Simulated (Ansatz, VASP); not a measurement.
## One calculation of Si, two programs

File POSCAR:

```
Si
1.0
    4.2000000000      0.0000000000      0.0000000000
    0.0000000000      4.2000000000      0.0000000000
    0.0000000000      0.0000000000      4.2000000000
Si
2
Direct
    0.0000000000      0.0000000000      0.0000000000
    0.3064186819      0.1838512091      0.1378884069
```

INCAR.step1

```
ALGO     = Normal         # electronic algorithm
EDIFF    = 1E-5           # SCF threshold, eV
ENCUT    = 550            # plane-wave cutoff, eV
GGA      = PE             # functional
GGA_COMPAT= F            
ISMEAR   = -1             # smearing method
LASPH    = T              # aspherical terms in the spheres
LCHARG   = F              # write CHGCAR
LREAL    = F              # projectors in reciprocal space
LWAVE    = T              # write WAVECAR
NBANDS   = 11             # bands
NELM     = 120            # most SCF steps
PREC     = Accurate       # precision mode
SIGMA    = 0.3            # smearing width, eV
```

The input INCAR.step2:

```
ALGO     = Normal         # electronic algorithm
EDIFF    = 1E-6           # SCF threshold, eV
ENCUT    = 550            # plane-wave cutoff, eV
GGA_COMPAT= F            
ISIF     = 2              # what is computed and relaxed
ISMEAR   = -1             # smearing method
ISTART   = 1            
LASPH    = T              # aspherical terms in the spheres
LCHARG   = T              # write CHGCAR
LELF     = T              # ELF
LMIXTAU  = T            
LREAL    = F              # projectors in reciprocal space
LVHAR    = T            
LWAVE    = F              # write WAVECAR
METAGGA  = R2SCAN         # meta-GGA
NBANDS   = 11             # bands
NELM     = 120            # most SCF steps
PREC     = Accurate       # precision mode
SIGMA    = 0.3            # smearing width, eV
```

KPOINTS

```
k-points
0
Gamma
  1 1 1
```

Input for Ansatz:

```yaml
crystal:
  lattice:
    - [4.2, 0, 0]
    - [0, 4.2, 0]
    - [0, 0, 4.2]
  atoms:
    - { symbol: Si, position: [0, 0, 0] }
    - { symbol: Si, position: [0.3064186819048, 0.1838512091429, 0.1378884068571] }
kpoints:
  mp_grid: { grid: [1, 1, 1], shift: [0, 0, 0] }
hamiltonian:
  xc: r2scan
  pseudopotentials:
    kind: all_electron
    relativity: scalar
    datasets: crystal
    dataset_error: "0.05 meV"
magnetization:
  spin_polarized: false
output:
  forces: true
  stress: true
scf:
  lower_state_search: "off"
  max_iter: 150
  occupations: { method: fermi_dirac, width: "0.3 eV" }
  convergence: { dr2_threshold: "1e-9 eV" }
```

Alike in both runs: task single point; functional r2SCAN; k mesh 1 × 1 × 1; no spin polarisation.

|  | VASP | Ansatz |
| --- | --- | --- |
| version | VASP 6.6.1 | Ansatz 0.2 development build |
| potentials or method | VASP PAW PBE potentials, release 64 (Si), cutoff 550 eV | all-electron unfrozen PAW, scalar-relativistic |
| occupations | fermi-dirac, width 0.3 eV | fermi-dirac |

Ansatz gave:

| Item | Value |
| --- | --- |
| rms of the force components (eV/Å) | 16.927 |

Q: Which values does VASP return?

A: rms of the force components (eV/Å): 16.687.

VASP's potentials were made for PBE, not for r2SCAN. Atom by atom the forces differ by 0.241 eV/Å (rms over components). Ansatz ran all-electron here, and VASP with PAW potentials.

The k mesh is coarse, so the values compare programs but aren't converged.
